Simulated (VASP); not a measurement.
Input of a VASP 6.6.1 run:

The input INCAR:

```
PREC = Accurate ; ENCUT = 520
EDIFF = 1E-6 ; ISMEAR = 0
SIGMA = 0.1 ; LREAL = F
LASPH = T ; NELM = 80
ALGO = Normal ; ISIF = 2
LWAVE = F ; LCHARG = T
GGA = PE ; LELF = T
LVHAR = T ; NBANDS = 34
```

File KPOINTS:

```
regular mesh
0
Gamma
  4 4 4
```

POSCAR

```
ZnC3
1.0
    0.0000000000      3.4072827027      3.4072827027
    3.4072827027      0.0000000000      3.4072827027
    3.4072827027      3.4072827027      0.0000000000
Zn C
2 6
Direct
    0.0000000000      0.0000000000      0.0000000000
    0.2500000000      0.2500000000      0.2500000000
    0.6250000000      0.6250000000      0.6250000000
    0.6250000000      0.6250000000      0.1250000000
    0.6250000000      0.1250000000      0.6250000000
    0.1250000000      0.6250000000      0.6250000000
    0.7500000000      0.7500000000      0.7500000000
    0.5000000000      0.5000000000      0.5000000000
```

Potentials or basis: VASP PAW PBE potentials, release 64 (Zn, C).

Run with:

```bash
$ cat potpaw_PBE.64/Zn/POTCAR potpaw_PBE.64/C/POTCAR > POTCAR
$ mpirun -np 1 vasp_std > vasp.out
```

Question: What does it give for the band gap on the k mesh?

Answer: 0.33 eV (least direct gap 0.61 eV).

Question: Estimate the pressure.

Answer: 0.3 GPa.

A k mesh can miss the band edges.
